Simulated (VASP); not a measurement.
Write the native input for VASP 6.6.1 that does the following.

```yaml
Task: single point
Functional: PBEsol
Potentials_or_basis: VASP PAW PBE potentials, release 64 (Hf_pv, N)
Cutoff: 520 eV
k_mesh: 18 × 18 × 10
Occupations: gaussian, width 0.15 eV
Spin: no spin polarisation
Dipole_correction: no
Further_INCAR_settings: ALGO = Normal; EDIFF = 1e-06; NBANDS = 23
```

The structure of HfN lies in POSCAR:

```
HfN
1.0
    3.1277073063      0.0000000000      0.0000000000
   -1.5638536532      2.7086739828      0.0000000000
    0.0000000000      0.0000000000      5.5526640095
Hf N
2 2
Direct
    0.6666666667      0.3333333333      0.7500000000
    0.3333333333      0.6666666667      0.2500000000
    0.0000000000      0.0000000000      0.0000000000
    0.0000000000      0.0000000000      0.5000000000
```

This cell differs from its parent crystal: strain +0.000 along x and y, +0.030 along z.

The input as run:

INCAR

```
SYSTEM = HfN
PREC     = Accurate       ! precision mode
ENCUT    = 520            ! plane-wave cutoff, eV
EDIFF    = 1E-6           ! SCF threshold, eV
ISMEAR   = 0              ! smearing method
SIGMA    = 0.15           ! smearing width, eV
LREAL    = .FALSE.        ! projectors in reciprocal space
LASPH    = .TRUE.         ! aspherical terms in the spheres
NELM     = 80             ! most SCF steps
ALGO     = Normal         ! electronic algorithm
ISIF     = 2              ! what is computed and relaxed
LWAVE    = .FALSE.        ! write WAVECAR
LCHARG   = .TRUE.         ! write CHGCAR
GGA      = PS             ! functional
LELF     = .TRUE.         ! ELF
LVHAR    = .TRUE.       
NBANDS   = 23             ! bands
```

KPOINTS

```
Automatic mesh
0
G
  18 18 10
  0 0 0
```

Potentials or basis: VASP PAW PBE potentials, release 64 (Hf_pv, N).

Launch:

```console
$ cat potpaw_PBE.64/Hf_pv/POTCAR potpaw_PBE.64/N/POTCAR > POTCAR
$ mpirun -np 1 vasp_std > vasp.out
```

Results of the run:

- Pressure: -9.8 GPa
- Band gap on the k mesh: zero (bands 15 and 16 overlap by 2.14 eV)

Caveat: the cell differs from its parent crystal (strain +0.000 along x and y, +0.030 along z); the cell stands under tension; the PAW data sets were made with another functional, which shifts forces and pressure a little; spin-orbit coupling is left out, which moves the levels of the heavy elements.

Run time: 120 s on 1 thread of AMD EPYC 9R45 96-Core Processor (Zen 5), on a shared host, peak memory 0.29 GiB.
